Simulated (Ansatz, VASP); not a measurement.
## Na in VASP and in Ansatz

Contents of INCAR:

```
SYSTEM = Na
PREC     = Accurate       ! precision mode
ENCUT    = 520            ! plane-wave cutoff, eV
EDIFF    = 1E-6           ! SCF threshold, eV
ISMEAR   = -1             ! smearing method
SIGMA    = 0.05           ! smearing width, eV
LREAL    = .FALSE.        ! projectors in reciprocal space
LASPH    = .TRUE.         ! aspherical terms in the spheres
NELM     = 100            ! most SCF steps
ALGO     = Normal         ! electronic algorithm
ISIF     = 2              ! what is computed and relaxed
LWAVE    = .FALSE.        ! write WAVECAR
LCHARG   = .FALSE.        ! write CHGCAR
GGA      = PS             ! functional
NBANDS   = 14             ! bands
```

File KPOINTS:

```
Automatic mesh
0
G
  13 13 7
  0 0 0
```

Contents of POSCAR:

```
Na
1.0
    3.7160893377      0.0000000000      0.0000000000
   -1.8580446689      3.2182277692      0.0000000000
    0.0000000000      0.0000000000      6.0708276422
Na
2
Direct
    0.3333333333      0.6666666667      0.2500000000
    0.6666666667      0.3333333333      0.7500000000
```

Input for Ansatz:

```yaml
crystal:
  lattice:
    - [3.7160893377, 0.0, 0.0]
    - [-1.8580446689, 3.2182277692, 0.0]
    - [0.0, 0.0, 6.0708276422]
  atoms:
    - { symbol: Na, position: [0.3333333333, 0.6666666667, 0.25] }
    - { symbol: Na, position: [0.6666666667, 0.3333333333, 0.75] }
kpoints:
  mp_grid: { grid: [13, 13, 7] }
scf:
  occupations: { method: fermi_dirac, width: 0.05 }
hamiltonian:
  xc: pbesol
  pseudopotentials: { kind: all_electron, lapw: { basis_error: 0.00025 } }
output:
  forces: true
  stress: true
  eigenvalues: true
```

Change from the starting cell: volume scaled by 0.96.

Alike in both runs: task single point; functional PBEsol; k mesh 13 × 13 × 7; occupations fermi-dirac, width 0.05 eV; no spin polarisation.

|  | VASP | Ansatz |
| --- | --- | --- |
| version | VASP 6.6.1 | Ansatz 0.2.0 |
| potentials or method | VASP PAW PBE potentials, release 64 (Na_pv), cutoff 520 eV | all-electron LAPW, scalar-relativistic |

```csv
,VASP,Ansatz,Ansatz less VASP
pressure (GPa),0.0,0.0,-0.01
"traceless stress, the component that is largest in VASP (GPa)",0.09,0.09,0.000
```

VASP's potentials were made for PBE, not for PBEsol. Ansatz ran all-electron here, and VASP with PAW potentials.
